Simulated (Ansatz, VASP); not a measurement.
# One calculation of HfN, two programs

The input INCAR:

```
SYSTEM = HfN
PREC = Accurate
ENCUT = 600
EDIFF = 1E-6
ISMEAR = 0
SIGMA = 0.1
LREAL = .False.
LASPH = .True.
NELM = 100
ALGO = Normal
ISIF = 3
LWAVE = .False.
LCHARG = .False.
GGA = PS
IBRION = 2
NSW = 100
EDIFFG = -0.05
```

Contents of KPOINTS:

```
regular mesh
0
Gamma
  8 8 8
  0 0 0
```

POSCAR

```
HfN
1.0
    0.0000000000      2.3379852808      2.3379852808
    2.3379852808      0.0000000000      2.3379852808
    2.3379852808      2.3379852808      0.0000000000
Hf N
1 1
Direct
    0.5000000000      0.5000000000      0.5000000000
    0.0000000000      0.0000000000      0.0000000000
```

Input for Ansatz:

```yaml
crystal:
  lattice:
    - [0.0, 2.3379852808, 2.3379852808]
    - [2.3379852808, 0.0, 2.3379852808]
    - [2.3379852808, 2.3379852808, 0.0]
  atoms:
    - { symbol: Hf, position: [0.5, 0.5, 0.5] }
    - { symbol: "N", position: [0.0, 0.0, 0.0] }
basis:
  ecutwfc: 420
kpoints:
  mp_grid: { grid: [8, 8, 8] }
hamiltonian:
  xc: pbesol
scf:
  occupations: { method: gaussian, width: 0.1 }
output:
  forces: true
  stress: true
  eigenvalues: true
relax:
  adjacent_minimum: "off"
  f_tol: 0.05
  max_steps: 80
  cell: { stress_tol: 0.5 }
```

Alike in both runs: task relaxation of cell and atoms; functional PBEsol; k mesh 8 × 8 × 8; occupations gaussian, width 0.1 eV; no spin polarisation.

|  | VASP | Ansatz |
| --- | --- | --- |
| version | VASP 6.6.1 | Ansatz 0.2.0 |
| potentials or method | VASP PAW PBE potentials, release 64 (Hf_pv, N), cutoff 600 eV | scalar-relativistic, plane waves, PAW |
| valence electrons in the cell | 15 | 31 |

Ansatz gave:

| Property | Result |
| --- | --- |
| gap on the k mesh at the Fermi level, each at its own relaxed structure (eV) | none |
| relaxed volume (Å³/atom) | 11.43 |
| relaxed cell length with the largest relative difference (Å) | 3.185 |

Problem. Which values does VASP return?

Solution. gap on the k mesh at the Fermi level, each at its own relaxed structure (eV): none; relaxed volume (Å³/atom): 11.34; relaxed cell length with the largest relative difference (Å): 3.178.

VASP's potentials were made for PBE, not for PBEsol. A gap of «none» marks a metal or a gap that the smearing closes. VASP's potentials hold 15 valence electrons a cell and Ansatz's 31, so a difference there can come from the potentials and not from the codes.

Neither program's run includes spin-orbit coupling.
